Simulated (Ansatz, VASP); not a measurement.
# Two plane-wave programs on Hf3OsN

Contents of INCAR:

```
PREC = Accurate
ENCUT = 600
EDIFF = 1E-6
ISMEAR = 0
SIGMA = 0.1
LREAL = False
LASPH = True
NELM = 100
ALGO = Normal
ISIF = 3
LWAVE = False
LCHARG = False
GGA = PE
IBRION = 2
NSW = 100
EDIFFG = -0.01
```

KPOINTS

```
Automatic mesh
0
Gamma
  8 8 8
```

POSCAR

```
Hf3OsN
1.0
    4.3703761691      0.0000000000      0.0000000000
    0.0000000000      4.3703761691      0.0000000000
    0.0000000000      0.0000000000      4.3703761691
Hf Os N
3 1 1
Direct
    0.5000000000      0.0000000000      0.5000000000
    0.0000000000      0.5000000000      0.5000000000
    0.5000000000      0.5000000000      0.0000000000
    0.0000000000      0.0000000000      0.0000000000
    0.5000000000      0.5000000000      0.5000000000
```

Input for Ansatz:

```yaml
crystal:
  lattice:
    - [4.3703761691, 0.0, 0.0]
    - [0.0, 4.3703761691, 0.0]
    - [0.0, 0.0, 4.3703761691]
  atoms:
    - { symbol: Hf, position: [0.5, 0.0, 0.5] }
    - { symbol: Hf, position: [0.0, 0.5, 0.5] }
    - { symbol: Hf, position: [0.5, 0.5, 0.0] }
    - { symbol: Os, position: [0.0, 0.0, 0.0] }
    - { symbol: "N", position: [0.5, 0.5, 0.5] }
basis:
  ecutwfc: 420
kpoints:
  mp_grid: { grid: [8, 8, 8] }
hamiltonian:
  xc: pbe
scf:
  occupations: { method: gaussian, width: 0.1 }
output:
  forces: true
  stress: true
  eigenvalues: true
  write_density: true
  write_potential: true
  elf: true
  volumetric_format: npy
relax:
  adjacent_minimum: "off"
  f_tol: 0.01
  max_steps: 80
  cell: { stress_tol: 0.05 }
```

Change from the starting cell: species swapped into the Cr3PdN type (Pm-3m, No. 221).

Alike in both runs: task relaxation of cell and atoms; functional PBE; k mesh 8 × 8 × 8; occupations gaussian, width 0.1 eV; no spin polarisation.

|  | VASP | Ansatz |
| --- | --- | --- |
| version | VASP 6.6.1 | Ansatz 0.2.0 |
| potentials or method | VASP PAW PBE potentials, release 64 (Hf_pv, Os, N), cutoff 600 eV | scalar-relativistic, plane waves, PAW |
| valence electrons in the cell | 43 | 99 |

Ansatz gave:

* gap on the k mesh at the Fermi level, each at its own relaxed structure (eV): none
* relaxed volume (Å³/atom): 16.70
* relaxed cell length with the largest relative difference (Å): 4.370

Question: What did VASP give for the same quantities?

Answer: gap on the k mesh at the Fermi level, each at its own relaxed structure (eV): none; relaxed volume (Å³/atom): 16.58; relaxed cell length with the largest relative difference (Å): 4.361.

A gap of «none» marks a metal or a gap that the smearing closes. VASP's potentials hold 43 valence electrons a cell and Ansatz's 99, so a difference there can come from the potentials and not from the codes.

Neither program's run includes spin-orbit coupling.
